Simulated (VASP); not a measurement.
# MgO (P6_3/mmc) in VASP: a series of runs

The runs below take MgO through single point, with PBEsol.

Program: VASP 6.6.1. These are calculated values, not measurements. Logs are shortened: lines on timing, memory, paths and dates and some standing lists are left out, and cuts for length are marked.

## (1) The cell of the first run

Symmetry: P6_3/mmc, No. 194, hexagonal system. Conventional cell: a = 3.374 Å, b = 3.374 Å, c = 4.859 Å, α = 90.00°, β = 90.00°, γ = 120.00°. Within 2.6 Å of Mg (site symmetry -6m2) lie 5 O at 1.95 to 2.43 Å. O (site symmetry -6m2) has 5 Mg at 1.95 to 2.43 Å within 2.6 Å.

## (2) Single point, PBEsol (volume 11.979 Å^3 an atom, c/a of the conventional cell 1.4399)

INCAR reads:

```
SYSTEM = MgO
  PREC = Accurate
  ENCUT = 520
  EDIFF = 1E-7
  ISMEAR = 0
  SIGMA = 0.05
  LREAL = .FALSE.
  LASPH = .TRUE.
  NELM = 60
  ALGO = Normal
  ISIF = 2
  LWAVE = .FALSE.
  LCHARG = .FALSE.
  GGA = PS
  NBANDS = 16
```

KPOINTS reads:

```
Automatic mesh
0
G
  9 9 6
  0 0 0
```

POSCAR reads:

```
MgO
1.0
    3.3744722750      0.0000000000      0.0000000000
   -1.6872361375      2.9223787145      0.0000000000
    0.0000000000      0.0000000000      4.8589026287
Mg O
2 2
Direct
    0.6666666667      0.3333333333      0.7500000000
    0.3333333333      0.6666666667      0.2500000000
    0.6666666667      0.3333333333      0.2500000000
    0.3333333333      0.6666666667      0.7500000000
```

Potentials or basis: VASP PAW PBE potentials, release 64 (Mg, O).

Run with:

```bash
cat potpaw_PBE.64/Mg/POTCAR potpaw_PBE.64/O/POTCAR > POTCAR
mpirun -np 1 vasp_std > vasp.out
```

OUTCAR:

```text
SYSTEM = MgO
   PREC = Accurate
   ENCUT = 520
   EDIFF = 1E-7
   ISMEAR = 0
   LREAL = .FALSE.
   LASPH = .TRUE.
   NELM = 60
   ISIF = 2
   GGA = PS

 ion  position               nearest neighbor table
   1  0.667  0.333  0.750-   4 1.95   4 1.95   4 1.95   3 2.43   3 2.43   2 3.11   2 3.11   2 3.11
                             2 3.11   2 3.11   2 3.11
   2  0.333  0.667  0.250-   3 1.95   3 1.95   3 1.95   4 2.43   4 2.43   1 3.11   1 3.11   1 3.11
                             1 3.11   1 3.11   1 3.11
   3  0.667  0.333  0.250-   2 1.95   2 1.95   2 1.95   1 2.43   1 2.43
   4  0.333  0.667  0.750-   1 1.95   1 1.95   1 1.95   2 2.43   2 2.43

  LATTYP: Found a hexagonal cell.
 ALAT       =     3.3744722750
 C/A-ratio  =     1.4399000000

  Lattice vectors:

 A1 = (   3.3744722750,   0.0000000000,   0.0000000000)
 A2 = (  -1.6872361375,   2.9223787145,   0.0000000000)
 A3 = (   0.0000000000,   0.0000000000,   4.8589026287)

Analysis of symmetry for initial positions (statically):
=====================================================================
 Subroutine PRICEL returns:
 Original cell was already a primitive cell.

 Routine SETGRP: Setting up the symmetry group for a
 hexagonal supercell.

 Subroutine GETGRP returns: Found 24 space group operations
 (whereof 12 operations were pure point group operations)
 out of a pool of 24 trial point group operations.

The static configuration has the point symmetry D_3d.
 The point group associated with its full space group is D_6h.

Analysis of symmetry for dynamics (positions and initial velocities):
=====================================================================
 Subroutine PRICEL returns:
 Original cell was already a primitive cell.

 Routine SETGRP: Setting up the symmetry group for a
 hexagonal supercell.

 Subroutine GETGRP returns: Found 24 space group operations
 (whereof 12 operations were pure point group operations)
 out of a pool of 24 trial point group operations.

The dynamic configuration has the point symmetry D_3d.
 The point group associated with its full space group is D_6h.

 Subroutine INISYM returns: Found 24 space group operations
 (whereof 12 operations are pure point group operations),
 and found     1 'primitive' translations

----------------------------------------------------------------------------------------

                                     Primitive cell

  volume of cell :      47.9160

  direct lattice vectors                    reciprocal lattice vectors
     3.374472275  0.000000000  0.000000000     0.296342633  0.171093499  0.000000000
    -1.687236138  2.922378715  0.000000000     0.000000000  0.342186998  0.000000000
     0.000000000  0.000000000  4.858902629     0.000000000  0.000000000  0.205807788

  length of vectors
     3.374472275  3.374472275  4.858902629     0.342186998  0.342186998  0.205807788

  position of ions in fractional coordinates (direct lattice)
     0.666666667  0.333333333  0.750000000
     0.333333333  0.666666667  0.250000000
     0.666666667  0.333333333  0.250000000
     0.333333333  0.666666667  0.750000000

  ion indices of the primitive-cell ions
   primitive index   ion index
                 1           1
                 2           2
                 3           3
                 4           4

----------------------------------------------------------------------------------------

 KPOINTS: Automatic mesh

Automatic generation of k-mesh.
 Grid dimensions read from file:
 generate k-points for:    9    9    6

 Generating k-lattice:

  Cartesian coordinates                     Fractional coordinates (reciprocal lattice)
     0.032926959  0.019010389  0.000000000     0.111111111  0.000000000  0.000000000
     0.000000000  0.038020778  0.000000000     0.000000000  0.111111111  0.000000000
     0.000000000  0.000000000  0.034301298     0.000000000  0.000000000  0.166666667

  Length of vectors
     0.038020778  0.038020778  0.034301298

  Shift w.r.t. Gamma in fractional coordinates (k-lattice)
     0.000000000  0.000000000  0.000000000

[... 47 lines left out ...]

 E-fermi :   1.7611     XC(G=0):  -9.9366

 val. band max:        1.4685266175   @ k =   0.0000   0.0000   0.0000
 cond. band min:       4.1895603324   @ k =   0.0000   0.0000   0.0000
 fundamental gap:      2.7210337150
 Fermi energy:         1.7611188019

 k-point     1 :       0.0000    0.0000    0.0000
  band No.  band energies     occupation
      1     -15.1598      2.00000
      2     -14.2664      2.00000
      3      -2.2410      2.00000
      4      -0.0253      2.00000
      5      -0.0253      2.00000
      6       0.4396      2.00000
[... 8 lines left out ...]
     15      16.7305      0.00000
     16      16.7305      0.00000

 k-point     2 :       0.1111   -0.0000    0.0000
  band No.  band energies     occupation
      1     -15.0994      2.00000
      2     -14.2512      2.00000
      3      -2.1268      2.00000
      4      -0.2828      2.00000
      5      -0.1004      2.00000
      6       0.0956      2.00000
[... 8 lines left out ...]
     15      16.1382      0.00000
     16      16.4867      0.00000

 k-point     3 :       0.2222    0.0000    0.0000
  band No.  band energies     occupation
      1     -14.9365      2.00000
      2     -14.2194      2.00000
      3      -1.8000      2.00000
      4      -0.9915      2.00000
      5      -0.4098      2.00000
      6      -0.2589      2.00000
[... 8 lines left out ...]
     15      15.2702      0.00000
     16      15.4010      0.00000

 k-point     4 :       0.3333    0.0000    0.0000
  band No.  band energies     occupation
      1     -14.7233      2.00000
      2     -14.2052      2.00000
      3      -1.6928      2.00000
      4      -1.3166      2.00000
      5      -0.8215      2.00000
      6      -0.4104      2.00000
[... 8 lines left out ...]
     15      14.6083      0.00000
     16      15.8102      0.00000
[... 324 lines left out ...]
 k-point    22 :       0.2222    0.2222    0.1667
  band No.  band energies     occupation
      1     -14.5874      2.00000
      2     -14.2361      2.00000
      3      -1.7131      2.00000
      4      -1.5485      2.00000
      5      -0.5659      2.00000
      6      -0.4752      2.00000
[... 8 lines left out ...]
     15      13.6526      0.00000
     16      16.8345      0.00000

 k-point    23 :       0.3333    0.2222    0.1667
  band No.  band energies     occupation
      1     -14.4388      2.00000
      2     -14.2654      2.00000
      3      -1.9227      2.00000
      4      -1.3428      2.00000
      5      -0.9616      2.00000
      6      -0.1838      2.00000
[... 8 lines left out ...]
     15      13.7587      0.00000
     16      16.8380      0.00000

 k-point    24 :       0.3333    0.3333    0.1667
  band No.  band energies     occupation
      1     -14.3315      2.00000
      2     -14.3315      2.00000
      3      -1.8076      2.00000
      4      -1.2387      2.00000
      5      -1.2387      2.00000
      6      -0.3141      2.00000
[... 8 lines left out ...]
     15      13.8591      0.00000
     16      17.8186      0.00000

 [... further k-points ...]
[... 5 lines left out ...]
  --------------------------------------------------------------------------------------
  -------------------------------------------------------------------------------------
  Total        0.6275685      0.6275685     -4.1533984      0.0000000      0.0000000     -0.0000000
  in kB       20.9841392     20.9841392   -138.8780530      0.0000000      0.0000000     -0.0000000
  external PRESSURE =     -32.3032582 kB  Pullay stress =       0.0000000 kB

 VOLUME and BASIS-vectors are now :
 -----------------------------------------------------------------------------
  energy-cutoff  :      520.00
  volume of cell :       47.92
      direct lattice vectors                 reciprocal lattice vectors
     3.374472275  0.000000000  0.000000000     0.296342633  0.171093499  0.000000000
    -1.687236138  2.922378715  0.000000000     0.000000000  0.342186998  0.000000000
     0.000000000  0.000000000  4.858902629     0.000000000  0.000000000  0.205807788

 POSITION                                       TOTAL-FORCE (eV/Angst)
 -----------------------------------------------------------------------------------
      1.68724      0.97413      3.64418         0.000000      0.000000      0.000000
     -0.00000      1.94825      1.21473        -0.000000     -0.000000      0.000000
      1.68724      0.97413      1.21473        -0.000000     -0.000000     -0.000000
     -0.00000      1.94825      3.64418        -0.000000      0.000000     -0.000000
 -----------------------------------------------------------------------------------
    total drift:                               -0.000000      0.000000     -0.000000

  FREE ENERGIE OF THE ION-ELECTRON SYSTEM (eV)
  ---------------------------------------------------
  free  energy   TOTEN  =       -24.3375342405 eV

  energy  without entropy=      -24.3375342405  energy(sigma->0) =      -24.33753424
```

Run time: 18 s. Hardware: 1 thread of Intel Xeon Platinum 8488C (Sapphire Rapids), shared host; peak memory 0.19 GiB.

Results:

* Free energy: -24.3375 eV
* Pressure: -3.2 GPa
* Band gap on the k mesh: 2.72 eV, direct

Caveat: the PAW data sets were made with another functional, which shifts forces and pressure a little.

## (3) Single point, PBEsol (volume 11.979 Å^3 an atom, c/a of the conventional cell 1.1296)

INCAR reads:

```
SYSTEM = MgO
PREC     = Accurate       ! precision mode
ENCUT    = 520            ! plane-wave cutoff, eV
EDIFF    = 1E-7           ! SCF threshold, eV
ISMEAR   = 0              ! smearing method
SIGMA    = 0.05           ! smearing width, eV
LREAL    = .FALSE.        ! projectors in reciprocal space
LASPH    = .TRUE.         ! aspherical terms in the spheres
NELM     = 100            ! most SCF steps
ALGO     = Normal         ! electronic algorithm
ISIF     = 2              ! what is computed and relaxed
LWAVE    = .FALSE.        ! write WAVECAR
LCHARG   = .FALSE.        ! write CHGCAR
GGA      = PS             ! functional
NBANDS   = 16             ! bands
```

KPOINTS is that of step 2.

POSCAR reads:

```
MgO
1.0
    3.6588259190      0.0000000000      0.0000000000
   -1.8294129595      3.1686361938      0.0000000000
    0.0000000000      0.0000000000      4.1330097581
Mg O
2 2
Direct
    0.6666666667      0.3333333333      0.7500000000
    0.3333333333      0.6666666667      0.2500000000
    0.6666666667      0.3333333333      0.2500000000
    0.3333333333      0.6666666667      0.7500000000
```

Potentials or basis: VASP PAW PBE potentials, release 64 (Mg, O).

Run with:

```bash
cat potpaw_PBE.64/Mg/POTCAR potpaw_PBE.64/O/POTCAR > POTCAR
mpirun -np 1 vasp_std > vasp.out
```

It took 18 s on 1 thread of Intel Xeon Platinum 8488C (Sapphire Rapids), shared host; peak memory 0.18 GiB.

It converged, with:

```yaml
Free_energy: -24.6154 eV
Pressure: -7.9 GPa
Band_gap_on_the_k_mesh: 3.00 eV, direct
```

Stress tensor (GPa, compression positive):
```
-10.26   0.00   0.00
  0.00 -10.26   0.00
  0.00   0.00  -3.28
```

Levels at points of the mesh, in eV from the valence-band top:
| k point | band 5 | band 6 | band 7 | band 8 | band 9 | band 10 | band 11 | band 12 |
| --- | --- | --- | --- | --- | --- | --- | --- | --- |
| (0.00, 0.00, 0.00) | -1.58 | -0.54 | -0.54 | 0.00 | 3.00 | 9.05 | 11.61 | 11.61 |
| (0.00, 0.00, 0.50) | -1.08 | -1.08 | -1.08 | -1.08 | 6.07 | 6.07 | 11.96 | 11.96 |

Caveat: the PAW data sets were made with another functional, which shifts forces and pressure a little.

## (4) Single point, PBEsol (volume 11.979 Å^3 an atom, c/a of the conventional cell 1.2753)

INCAR reads:

```
ALGO = Normal
EDIFF = 1E-6
ENCUT = 520
GGA = PS
ISIF = 2
ISMEAR = 0
LASPH = T
LCHARG = F
LREAL = F
LWAVE = F
NBANDS = 16
NELM = 60
PREC = Accurate
SIGMA = 0.05
```

KPOINTS reads:

```
k-points
0
Gamma
  9 9 6
```

POSCAR reads:

```
MgO
1.0
    3.5138173936      0.0000000000      0.0000000000
   -1.7569086968      3.0430551271      0.0000000000
    0.0000000000      0.0000000000      4.4811713220
Mg O
2 2
Direct
    0.6666666667      0.3333333333      0.7500000000
    0.3333333333      0.6666666667      0.2500000000
    0.6666666667      0.3333333333      0.2500000000
    0.3333333333      0.6666666667      0.7500000000
```

Run with:

```bash
cat potpaw_PBE.64/Mg/POTCAR potpaw_PBE.64/O/POTCAR > POTCAR
mpirun -np 1 vasp_std > vasp.out
```

Wall time 39 s (1 thread of Intel Xeon Platinum 8259CL at 2.50GHz (Skylake/Cascade Lake), shared host); peak memory 0.19 GiB.

Results (log left out):

```
Free energy            : -24.6078 eV
Pressure               : -8.5 GPa
Band gap on the k mesh : 2.80 eV, direct
```

Stress tensor (GPa, compression positive):
```
 -6.42   0.00   0.00
  0.00  -6.42   0.00
  0.00   0.00 -12.76
```

Levels at points of the mesh, in eV from the valence-band top:
```
           k point  band 5  band 6  band 7  band 8  band 9  band 10  band 11  band 12
(0.00, 0.00, 0.00)   -1.59   -0.86   -0.86    0.00    2.80     8.46    10.82    12.18
(0.00, 0.00, 0.50)   -1.24   -1.24   -1.24   -1.24    5.75     5.75    12.54    12.54
```

Caveat: the PAW data sets were made with another functional, which shifts forces and pressure a little.

## (5) Single point, PBEsol (volume 11.979 Å^3 an atom, c/a of the conventional cell 1.0006)

INCAR reads:

```
SYSTEM = MgO
PREC     = Accurate       ! precision mode
ENCUT    = 520            ! plane-wave cutoff, eV
EDIFF    = 1E-6           ! SCF threshold, eV
ISMEAR   = 0              ! smearing method
SIGMA    = 0.05           ! smearing width, eV
LREAL    = .FALSE.        ! projectors in reciprocal space
LASPH    = .TRUE.         ! aspherical terms in the spheres
NELM     = 60             ! most SCF steps
ALGO     = Normal         ! electronic algorithm
ISIF     = 2              ! what is computed and relaxed
LWAVE    = .FALSE.        ! write WAVECAR
LCHARG   = .FALSE.        ! write CHGCAR
GGA      = PS             ! functional
NBANDS   = 16             ! bands
```

KPOINTS reads:

```
Automatic mesh
0
G
  9 9 6
  0 0 0
```

POSCAR reads:

```
MgO
1.0
    3.8097499790      0.0000000000      0.0000000000
   -1.9048749895      3.2993402639      0.0000000000
    0.0000000000      0.0000000000      3.8120358290
Mg O
2 2
Direct
    0.6666666667      0.3333333333      0.7500000000
    0.3333333333      0.6666666667      0.2500000000
    0.6666666667      0.3333333333      0.2500000000
    0.3333333333      0.6666666667      0.7500000000
```

Run with:

```bash
cat potpaw_PBE.64/Mg/POTCAR potpaw_PBE.64/O/POTCAR > POTCAR
mpirun -np 1 vasp_std > vasp.out
```

Wall time 35 s (1 thread of Intel Xeon Platinum 8259CL at 2.50GHz (Skylake/Cascade Lake), shared host); peak memory 0.17 GiB.

Results (log left out):

| Property | Result |
| --- | --- |
| Free energy | -24.1680 eV |
| Pressure | 0.2 GPa |
| Band gap on the k mesh | 2.97 eV, indirect (least direct gap 3.19 eV) |

Stress tensor (GPa, compression positive):
```
-10.88   0.00   0.00
  0.00 -10.88   0.00
  0.00   0.00  22.26
```

Levels at points of the mesh, in eV from the valence-band top:
| k point | band 5 | band 6 | band 7 | band 8 | band 9 | band 10 | band 11 | band 12 |
| --- | --- | --- | --- | --- | --- | --- | --- | --- |
| (0.00, 0.00, 0.00) | -1.78 | -0.43 | -0.43 | -0.22 | 2.97 | 9.85 | 11.06 | 11.06 |
| (0.00, 0.00, 0.50) | -1.12 | -1.12 | -1.12 | -1.12 | 6.21 | 6.21 | 11.40 | 11.40 |

Caveat: the PAW data sets were made with another functional, which shifts forces and pressure a little. A k mesh can miss the band edges.

## (6) Single point, PBEsol (volume 11.979 Å^3 an atom, c/a of the conventional cell 1.2003)

INCAR reads:

```
SYSTEM = MgO
ALGO = Normal
EDIFF = 1E-6
ENCUT = 520
GGA = PS
ISIF = 2
ISMEAR = 0
LASPH = .TRUE.
LCHARG = .FALSE.
LREAL = .FALSE.
LWAVE = .FALSE.
NBANDS = 16
NELM = 100
PREC = Accurate
SIGMA = 0.05
```

KPOINTS reads:

```
k-points
0
G
  9 9 6
  0 0 0
```

POSCAR reads:

```
MgO
1.0
    3.5855457340      0.0000000000      0.0000000000
   -1.7927728670      3.1051736921      0.0000000000
    0.0000000000      0.0000000000      4.3036742520
Mg O
2 2
Direct
    0.6666666667      0.3333333333      0.7500000000
    0.3333333333      0.6666666667      0.2500000000
    0.6666666667      0.3333333333      0.2500000000
    0.3333333333      0.6666666667      0.7500000000
```

Potentials or basis: VASP PAW PBE potentials, release 64 (Mg, O).

Run with:

```bash
cat potpaw_PBE.64/Mg/POTCAR potpaw_PBE.64/O/POTCAR > POTCAR
mpirun -np 1 vasp_std > vasp.out
```

Run time: 36 s. Hardware: 1 thread of Intel Xeon Platinum 8259CL at 2.50GHz (Skylake/Cascade Lake), shared host; peak memory 0.18 GiB.

It converged, with:

```
Free energy            : -24.6512 eV
Pressure               : -9.1 GPa
Band gap on the k mesh : 2.89 eV, direct
```

Stress tensor (GPa, compression positive):
```
-8.84  0.00  0.00
 0.00 -8.84  0.00
 0.00  0.00 -9.48
```

Levels at points of the mesh, in eV from the valence-band top:
| k point | band 6 | band 7 | band 8 | band 9 | band 10 | band 11 |
| --- | --- | --- | --- | --- | --- | --- |
| (0.00, 0.00, 0.00) | -0.71 | -0.71 | 0.00 | 2.89 | 8.70 | 11.42 |
| (0.00, 0.00, 0.50) | -1.17 | -1.17 | -1.17 | 5.90 | 5.90 | 12.21 |

Caveat: the PAW data sets were made with another functional, which shifts forces and pressure a little.

## (7) Overview

| cell | gap on the mesh (eV) | pressure (GPa) |
| --- | --- | --- |
| a = 3.374, b = 3.374, c = 4.859 Å, angles 90.0, 90.0, 120.0°, 4 atoms | 2.72 | -3.2 |
| a = 3.659, b = 3.659, c = 4.133 Å, angles 90.0, 90.0, 120.0°, 4 atoms | 3.00 | -7.9 |
| a = 3.514, b = 3.514, c = 4.481 Å, angles 90.0, 90.0, 120.0°, 4 atoms | 2.80 | -8.5 |
| a = 3.810, b = 3.810, c = 3.812 Å, angles 90.0, 90.0, 120.0°, 4 atoms | 2.97 | 0.2 |
| a = 3.586, b = 3.586, c = 4.304 Å, angles 90.0, 90.0, 120.0°, 4 atoms | 2.89 | -9.1 |

Alike in all rows: task single point; level PBEsol; potentials or basis VASP PAW PBE potentials, release 64 (Mg, O); no spin polarisation; k mesh 9 × 9 × 6; cutoff (eV) 520; smearing gaussian 0.05 eV.

Caveats: the PAW data sets were made with another functional, which shifts forces and pressure a little.

Total energies depend on the potentials used, so only differences within one code and one set of settings carry meaning.
